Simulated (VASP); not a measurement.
# TiN (Fm-3m) in VASP: single point with LDA

Aim: the single point of TiN with LDA.

Program: VASP 6.6.1. These are calculated values, not measurements. Logs are shortened: lines on timing, memory, paths and dates and some standing lists are left out, and cuts for length are marked.

**1. The cell of the first run**

It takes space group Fm-3m (No. 225, cubic). Conventional cell: a = 4.173 Å, b = 4.173 Å, c = 4.173 Å, α = 90.00°, β = 90.00°, γ = 90.00°. Within 2.8 Å of Ti (site symmetry m-3m) lie 6 N at 2.09 Å. N (site symmetry m-3m) has 6 Ti at 2.09 Å within 2.8 Å.

**2. Single point, LDA**

File INCAR:

```
PREC = Accurate
ENCUT = 1330
EDIFF = 1E-6
ISMEAR = -1
SIGMA = 0.15
LREAL = False
LASPH = True
NELM = 120
ALGO = Normal
ISIF = 2
LWAVE = False
LCHARG = True
LELF = True
LVHAR = True
NBANDS = 16
GGA_COMPAT = False
```

File KPOINTS:

```
regular mesh
0
Gamma
  16 16 16
```

File POSCAR:

```
TiN
1.0
    0.0000000000      2.0866352001      2.0866352001
    2.0866352001      0.0000000000      2.0866352001
    2.0866352001      2.0866352001      0.0000000000
Ti N
1 1
Direct
    0.0000000000      0.0000000000      0.0000000000
    0.5000000000      0.5000000000      0.5000000000
```

Potentials or basis: VASP PAW LDA potentials, release 64 (Ti_sv, N_h).

Command:

```bash
$ cat potpaw_LDA.64/Ti_sv/POTCAR potpaw_LDA.64/N_h/POTCAR > POTCAR
$ mpirun -np 1 vasp_std > vasp.out
```

OUTCAR:

```text
PREC = Accurate
   ENCUT = 1330
   EDIFF = 1E-6
   ISMEAR = -1
   LREAL = False
   LASPH = True
   NELM = 120
   ISIF = 2

 ion  position               nearest neighbor table
   1  0.000  0.000  0.000-   2 2.09   2 2.09   2 2.09   2 2.09   2 2.09   2 2.09
   2  0.500  0.500  0.500-   1 2.09   1 2.09   1 2.09   1 2.09   1 2.09   1 2.09

  LATTYP: Found a face centered cubic cell.
 ALAT       =     4.1732704002

  Lattice vectors:

 A1 = (   0.0000000000,   2.0866352001,   2.0866352001)
 A2 = (   2.0866352001,   0.0000000000,   2.0866352001)
 A3 = (   2.0866352001,   2.0866352001,   0.0000000000)

Analysis of symmetry for initial positions (statically):
=====================================================================
 Subroutine PRICEL returns:
 Original cell was already a primitive cell.

 Routine SETGRP: Setting up the symmetry group for a
 face centered cubic supercell.

 Subroutine GETGRP returns: Found 48 space group operations
 (whereof 48 operations were pure point group operations)
 out of a pool of 48 trial point group operations.

The static configuration has the point symmetry O_h .

Analysis of symmetry for dynamics (positions and initial velocities):
=====================================================================
 Subroutine PRICEL returns:
 Original cell was already a primitive cell.

 Routine SETGRP: Setting up the symmetry group for a
 face centered cubic supercell.

 Subroutine GETGRP returns: Found 48 space group operations
 (whereof 48 operations were pure point group operations)
 out of a pool of 48 trial point group operations.

The dynamic configuration has the point symmetry O_h .

 Subroutine INISYM returns: Found 48 space group operations
 (whereof 48 operations are pure point group operations),
 and found     1 'primitive' translations

----------------------------------------------------------------------------------------

                                     Primitive cell

  volume of cell :      18.1706

  direct lattice vectors                    reciprocal lattice vectors
     0.000000000  2.086635200  2.086635200    -0.239620227  0.239620227  0.239620227
     2.086635200  0.000000000  2.086635200     0.239620227 -0.239620227  0.239620227
     2.086635200  2.086635200  0.000000000     0.239620227  0.239620227 -0.239620227

  length of vectors
     2.950947800  2.950947800  2.950947800     0.415034407  0.415034407  0.415034407

  position of ions in fractional coordinates (direct lattice)
     0.000000000  0.000000000  0.000000000
     0.500000000  0.500000000  0.500000000

  ion indices of the primitive-cell ions
   primitive index   ion index
                 1           1
                 2           2

----------------------------------------------------------------------------------------

 KPOINTS: regular mesh

Automatic generation of k-mesh.
 Grid dimensions read from file:
 generate k-points for:   16   16   16

 Generating k-lattice:

  Cartesian coordinates                     Fractional coordinates (reciprocal lattice)
    -0.014976264  0.014976264  0.014976264     0.062500000  0.000000000  0.000000000
     0.014976264 -0.014976264  0.014976264     0.000000000  0.062500000  0.000000000
     0.014976264  0.014976264 -0.014976264     0.000000000  0.000000000  0.062500000

  Length of vectors
     0.025939650  0.025939650  0.025939650

  Shift w.r.t. Gamma in fractional coordinates (k-lattice)
     0.000000000  0.000000000  0.000000000

 Subroutine IBZKPT returns following result:
 ===========================================

 Found    145 irreducible k-points:

 Following reciprocal coordinates:
            Coordinates               Weight
  0.000000  0.000000  0.000000      1.000000
  0.062500  0.000000  0.000000      8.000000
  0.125000  0.000000  0.000000      8.000000
  0.187500  0.000000  0.000000      8.000000
  0.250000  0.000000  0.000000      8.000000
  0.312500  0.000000  0.000000      8.000000
[... 16 lines left out ...]
 -0.125000  0.062500  0.000000     24.000000
 -0.062500  0.062500  0.000000     12.000000
 [... further k-points ...]
   k-points           NKPTS =    145   k-points in BZ     NKDIM =    145   number of bands    NBANDS=     16
   number of dos      NEDOS =    301   number of ions     NIONS =      2
   total plane-waves  NPLWV =  46656
   dimension x,y,z NGX =    36 NGY =   36 NGZ =   36
   dimension x,y,z NGXF=    72 NGYF=   72 NGZF=   72
   ions per type =               1   1
   NGX,Y,Z   is equivalent  to a cutoff of  20.28, 20.28, 20.28 a.u.
   NGXF,Y,Z  is equivalent  to a cutoff of  40.56, 40.56, 40.56 a.u.
 SYSTEM =  unknown system
   PREC   = accura    normal or accurate (medium, high low for compatibility)
   ISTART =      0    job   : 0-new  1-cont  2-samecut
   ICHARG =      2    charge: 1-file 2-atom 10-const
   ISPIN  =      1    spin polarized calculation?
   LNONCOLLINEAR =      F non collinear calculations
   LSORBIT =      F    spin-orbit coupling
   LASPH  =      T    aspherical Exc in radial PAW
   ENCUT  = 1330.0 eV  97.75 Ry    9.89 a.u.   8.77  8.77  8.77*2*pi/ulx,y,z
   NELM   =    120;   NELMIN=  2; NELMDL= -5     # of ELM steps
   EDIFF  = 0.1E-05   stopping-criterion for ELM
   LREAL  =      F    real-space projection
   EDIFFG = 0.1E-04   stopping-criterion for IOM
   NSW    =      0    number of steps for IOM
   IBRION =     -1    ionic relax: 0-MD 1-quasi-New 2-CG
   NFREE  =      0    steps in history (QN), initial steepest desc. (CG)
   ISIF   =      2    stress and relaxation
   ISYM   =      2    0-nonsym 1-usesym 2-fastsym
   POTIM  = 0.5000    time-step for ionic-motion
   TEBEG  =    0.0;   TEEND  =   0.0 temperature during run
   PSTRESS=    0.0 pullay stress
   NELECT =      17.0000    total number of electrons
   NUPDOWN=      -1.0000    fix difference up-down
   EMIN   =  10.00;   EMAX   =-10.00  energy-range for DOS
   EFERMI =   0.00;   METHOD = LEGACY
   ISMEAR =    -1;   SIGMA  =   0.15  broadening in eV -4-tet -1-fermi 0-gaus
   EFERMI_NEDOS =   21; number of points for ismear=-14 and -15
   IALGO  =     38    algorithm
   IMIX   =      4    mixing-type and parameters
     AMIX     =   0.40;   BMIX     =  1.00
     AMIX_MAG =   1.60;   BMIX_MAG =  1.00
  volume/ion in A,a.u.               =       9.09        61.31
  Fermi-wavevector in a.u.,A,eV,Ry     =   1.601160  3.025753 34.881418  2.563712
  Thomas-Fermi vector in A             =   2.698182
   LORBIT       =      0    0 simple, 1 ext, 2 COOP (PROOUT), +10 PAW based schemes
   GGA     = CA    functional components
   LHFCALC =     F    Hartree Fock is set to
   AEXX    =    0.0000 exact exchange contribution
   IVDW    =     0    specifies the selected vdW correction
   LEPSILON=     F    determine dielectric tensor
   LRPA    =     F    only Hartree local field effects (RPA)
 non-spin polarized calculation
  energy-cutoff  :     1330.00
  volume of cell :       18.17
 maximum number of plane-waves:      2018
   NGX = 17   NGY = 17   NGZ = 17

 number of electron      17.0000000 magnetization

 Free energy of the ion-electron system (eV)
  ---------------------------------------------------
  ext. energy  EPLUGINS =         0.00000000
  ---------------------------------------------------
  free energy    TOTEN  =       -21.70554718 eV

  energy without entropy =      -21.64757369  energy(sigma->0) =      -21.67656044

 E-fermi :  12.2191     XC(G=0): -13.6588

 val. band max:       12.2188437204   @ k =   0.1250   0.0000   0.0000
 cond. band min:      12.2225431878   @ k =  -0.3750   0.4375   0.1875
 fundamental gap:      0.0036994674
 Fermi energy:        12.2190692738

 k-point     1 :       0.0000    0.0000    0.0000
  band No.  band energies     occupation
      1     -44.8303      2.00000
      2     -21.1468      2.00000
      3     -21.1468      2.00000
      4     -21.1468      2.00000
      5      -4.8856      2.00000
      6      10.1812      2.00000
[... 8 lines left out ...]
     15      25.5678      0.00000
     16      32.7072      0.00000

 k-point     2 :       0.0625    0.0000    0.0000
  band No.  band energies     occupation
      1     -44.8255      2.00000
      2     -21.1791      2.00000
      3     -21.1493      2.00000
      4     -21.1493      2.00000
      5      -4.8010      2.00000
      6       9.7061      2.00000
[... 8 lines left out ...]
     15      25.6548      0.00000
     16      32.5762      0.00000

 k-point     3 :       0.1250    0.0000    0.0000
  band No.  band energies     occupation
      1     -44.8118      2.00000
      2     -21.2702      2.00000
      3     -21.1566      2.00000
      4     -21.1566      2.00000
      5      -4.5555      2.00000
      6       8.7489      2.00000
[... 8 lines left out ...]
     15      25.7988      0.00000
     16      32.1973      0.00000

 k-point     4 :       0.1875    0.0000    0.0000
  band No.  band energies     occupation
      1     -44.7912      2.00000
      2     -21.4040      2.00000
      3     -21.1675      2.00000
      4     -21.1675      2.00000
      5      -4.1733      2.00000
      6       7.6526      2.00000
[... 8 lines left out ...]
     15      25.7683      0.00000
     16      31.4268      0.00000

 k-point     5 :       0.2500    0.0000    0.0000
  band No.  band energies     occupation
      1     -44.7667      2.00000
      2     -21.5584      2.00000
      3     -21.1803      2.00000
      4     -21.1803      2.00000
      5      -3.6925      2.00000
      6       6.5512      2.00000
[... 8 lines left out ...]
     15      25.5920      0.00000
     16      30.3493      0.00000

 k-point     6 :       0.3125    0.0000    0.0000
  band No.  band energies     occupation
      1     -44.7422      2.00000
      2     -21.7093      2.00000
      3     -21.1930      2.00000
      4     -21.1930      2.00000
      5      -3.1652      2.00000
      6       5.5329      2.00000
[... 8 lines left out ...]
     15      25.6307      0.00000
     16      29.1846      0.00000

 k-point     7 :       0.3750    0.0000    0.0000
  band No.  band energies     occupation
      1     -44.7212      2.00000
      2     -21.8346      2.00000
      3     -21.2037      2.00000
      4     -21.2037      2.00000
      5      -2.6623      2.00000
      6       4.6802      2.00000
[... 8 lines left out ...]
     15      26.0057      0.00000
     16      28.1520      0.00000

 k-point     8 :       0.4375    0.0000    0.0000
  band No.  band energies     occupation
      1     -44.7072      2.00000
      2     -21.9171      2.00000
      3     -21.2109      2.00000
      4     -21.2109      2.00000
      5      -2.2820      2.00000
      6       4.0917      2.00000
[... 8 lines left out ...]
     15      26.4390      0.00000
     16      27.4340      0.00000

 k-point     9 :       0.5000    0.0000    0.0000
  band No.  band energies     occupation
      1     -44.7023      2.00000
      2     -21.9459      2.00000
      3     -21.2134      2.00000
      4     -21.2134      2.00000
      5      -2.1364      2.00000
      6       3.8771      2.00000
[... 8 lines left out ...]
     15      26.6242      0.00000
     16      27.1747      0.00000
[... 172 lines left out ...]
 k-point    19 :      -0.3750    0.0625    0.0000
  band No.  band energies     occupation
      1     -44.7134      2.00000
      2     -21.8580      2.00000
      3     -21.2361      2.00000
      4     -21.2022      2.00000
      5      -2.5302      2.00000
      6       4.4980      2.00000
[... 8 lines left out ...]
     15      26.0574      0.00000
     16      27.6187      0.00000

 k-point    20 :      -0.3125    0.0625    0.0000
  band No.  band energies     occupation
      1     -44.7320      2.00000
      2     -21.7490      2.00000
      3     -21.2294      2.00000
      4     -21.1883      2.00000
      5      -2.9797      2.00000
      6       5.2218      2.00000
[... 8 lines left out ...]
     15      25.6724      0.00000
     16      28.3729      0.00000

 k-point    21 :      -0.2500    0.0625    0.0000
  band No.  band energies     occupation
      1     -44.7553      2.00000
      2     -21.6095      2.00000
      3     -21.2176      2.00000
      4     -21.1738      2.00000
      5      -3.4858      2.00000
      6       6.1278      2.00000
[... 8 lines left out ...]
     15      25.5541      0.00000
     16      29.2993      0.00000

 k-point    22 :      -0.1875    0.0625    0.0000
  band No.  band energies     occupation
      1     -44.7798      2.00000
      2     -21.4597      2.00000
      3     -21.2021      2.00000
      4     -21.1610      2.00000
      5      -3.9710      2.00000
      6       7.1276      2.00000
[... 8 lines left out ...]
     15      25.7306      0.00000
     16      30.2522      0.00000

 k-point    23 :      -0.1250    0.0625    0.0000
  band No.  band energies     occupation
      1     -44.8017      2.00000
      2     -21.3231      2.00000
      3     -21.1848      2.00000
      4     -21.1519      2.00000
      5      -4.3780      2.00000
      6       8.1368      2.00000
[... 8 lines left out ...]
     15      25.8553      0.00000
     16      31.1448      0.00000

 k-point    24 :      -0.0625    0.0625    0.0000
  band No.  band energies     occupation
      1     -44.8177      2.00000
      2     -21.2238      2.00000
      3     -21.1663      2.00000
      4     -21.1477      2.00000
      5      -4.6643      2.00000
      6       9.0580      2.00000
[... 8 lines left out ...]
     15      25.7676      0.00000
     16      31.9510      0.00000

 [... further k-points ...]

------------------------ aborting loop because EDIFF is reached ----------------------------------------

  FORCE on cell =-STRESS in cart. coord.  units (eV):
  Direction    XX          YY          ZZ          XY          YZ          ZX
  --------------------------------------------------------------------------------------
  -------------------------------------------------------------------------------------
  Total        0.1044879      0.1044879      0.1044879      0.0000000      0.0000000      0.0000000
  in kB        9.2131271      9.2131271      9.2131271      0.0000000      0.0000000      0.0000000
  external PRESSURE =       9.2131271 kB  Pullay stress =       0.0000000 kB

 VOLUME and BASIS-vectors are now :
 -----------------------------------------------------------------------------
  energy-cutoff  :     1330.00
  volume of cell :       18.17
      direct lattice vectors                 reciprocal lattice vectors
     0.000000000  2.086635200  2.086635200    -0.239620227  0.239620227  0.239620227
     2.086635200  0.000000000  2.086635200     0.239620227 -0.239620227  0.239620227
     2.086635200  2.086635200  0.000000000     0.239620227  0.239620227 -0.239620227

 POSITION                                       TOTAL-FORCE (eV/Angst)
 -----------------------------------------------------------------------------------
      0.00000      0.00000      0.00000        -0.000000      0.000000      0.000000
      2.08664      2.08664      2.08664         0.000000     -0.000000     -0.000000
 -----------------------------------------------------------------------------------
    total drift:                                0.000000      0.000000      0.000000

  FREE ENERGIE OF THE ION-ELECTRON SYSTEM (eV)
  ---------------------------------------------------
  free  energy   TOTEN  =       -21.7055471843 eV

  energy  without entropy=      -21.6475736877  energy(sigma->0) =      -21.67656044
```

Run time: 2.4 min. Hardware: 1 thread of Intel Xeon Platinum 8259CL at 2.50GHz (Skylake/Cascade Lake), shared host; peak memory 0.3 GiB.

What came out:

```yaml
Free_energy: -21.7055 eV
Pressure: 0.9 GPa
Band_gap_on_the_k_mesh: zero (an odd number of electrons rules out a gap without spin polarisation)
```

Caveat: an odd number of electrons without spin polarisation forces a metal; a magnetic or distorted state may lie lower.
